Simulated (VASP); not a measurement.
Write the native input for VASP 6.6.1 that does the following.

```yaml
Task: single point
Functional: r2SCAN
Potentials_or_basis: VASP PAW PBE potentials, release 64 (In_d, P)
Cutoff: 520 eV
k_mesh: 8 × 8 × 8
Occupations: fermi-dirac, width 0.05 eV
Spin: non-collinear spin, zero start, spin-orbit coupling
Starting_moments: "[[0.0, 0.0, 0.0], [0.0, 0.0, 0.0]] μB"
Dipole_correction: no
Further_INCAR_settings: ALGO = Normal; EDIFF = 1e-07; NBANDS = 30
```

InP:

```
In P
1.0
     0.00000    2.93050    2.93050
     2.93050    0.00000    2.93050
     2.93050    2.93050    0.00000
In P
1 1
Direct
  0.00000 0.00000 0.00000
  0.75000 0.75000 0.75000
```

One way to write it, as run:

POSCAR

```
InP
1.0
    0.0000000000      2.9305000000      2.9305000000
    2.9305000000      0.0000000000      2.9305000000
    2.9305000000      2.9305000000      0.0000000000
In P
1 1
Direct
    0.0000000000      0.0000000000      0.0000000000
    0.7500000000      0.7500000000      0.7500000000
```

INCAR.step1

```
ALGO = Normal ; EDIFF = 1E-4
ENCUT = 520 ; GGA = PE
GGA_COMPAT = F ; ISMEAR = -1
LASPH = T ; LCHARG = F
LNONCOLLINEAR = T ; LREAL = F
LSORBIT = T ; LWAVE = T
MAGMOM = 0 0 0 0 0 0 ; NBANDS = 30
NELM = 150 ; PREC = Accurate
SIGMA = 0.05
```

INCAR.step2

```
ALGO = Normal ; EDIFF = 1E-7
ENCUT = 520 ; GGA_COMPAT = F
ISIF = 2 ; ISMEAR = -1
ISTART = 1 ; LASPH = T
LCHARG = T ; LMIXTAU = T
LNONCOLLINEAR = T ; LORBIT = 11
LORBMOM = T ; LREAL = F
LSORBIT = T ; LVHAR = T
LWAVE = F ; MAGMOM = 0 0 0 0 0 0
METAGGA = R2SCAN ; NBANDS = 30
NELM = 150 ; PREC = Accurate
SIGMA = 0.05
```

KPOINTS

```
k-points
0
Gamma
  8 8 8
```

Potentials or basis: VASP PAW PBE potentials, release 64 (In_d, P).

Command:

```bash
$ cat potpaw_PBE.64/In_d/POTCAR potpaw_PBE.64/P/POTCAR > POTCAR
$ cp INCAR.step1 INCAR
$ mpirun -np 1 vasp_ncl > vasp.out
$ cp INCAR.step2 INCAR
$ mpirun -np 1 vasp_ncl > vasp.out
```

Results of the run:

```json
{"Pressure": "1.5 GPa", "Net moment": "0.00 μB per cell", "Valence electrons inside the program's atomic spheres": "In 11.53; P 2.54"}
```

Caveat: the PAW data sets were made with another functional, which shifts forces and pressure a little.

Wall time 11 min on 1 thread of Intel(R) Xeon(R) Platinum 8375C CPU @ 2.90GHz (Ice Lake), with other jobs on the host, peak memory 0.42 GiB.
